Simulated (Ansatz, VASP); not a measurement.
**O: VASP beside Ansatz**

```
O
1.0
     1.38105    0.77345    3.38585
    -1.46565    0.80192    3.41432
    -0.01765   -1.67762    3.42474
O
2
Direct
  0.05770 0.05770 0.05770
  0.94230 0.94230 0.94230
```

Change from the starting cell: equal xy, yz and zx shear strains of -2 %.

Alike in both runs: task single point; functional PBEsol; k mesh 10 × 10 × 10; occupations fermi-dirac, width 0.02 eV; no spin polarisation.

```csv
,VASP,Ansatz
version,VASP 6.6.1,Ansatz 0.2.0
potentials or method,"VASP PAW PBE potentials, release 64 (O), cutoff 520 eV","all-electron LAPW, scalar-relativistic"
```

```tsv
	VASP	Ansatz	Ansatz less VASP
pressure (GPa)	5.9	1.8	-4.06
traceless stress, the component that is largest in VASP (GPa)	29.55	20.75	-8.801
rms of the force components (eV/Å)	2.265	1.288	-0.9776
```

VASP's potentials were made for PBE, not for PBEsol. Atom by atom the forces differ by 0.978 eV/Å (rms over components). Ansatz ran all-electron here, and VASP with PAW potentials.

Noted on VASP's run: the standard files for N, O and F lose accuracy on very short bonds; spin is off for a triplet molecule.
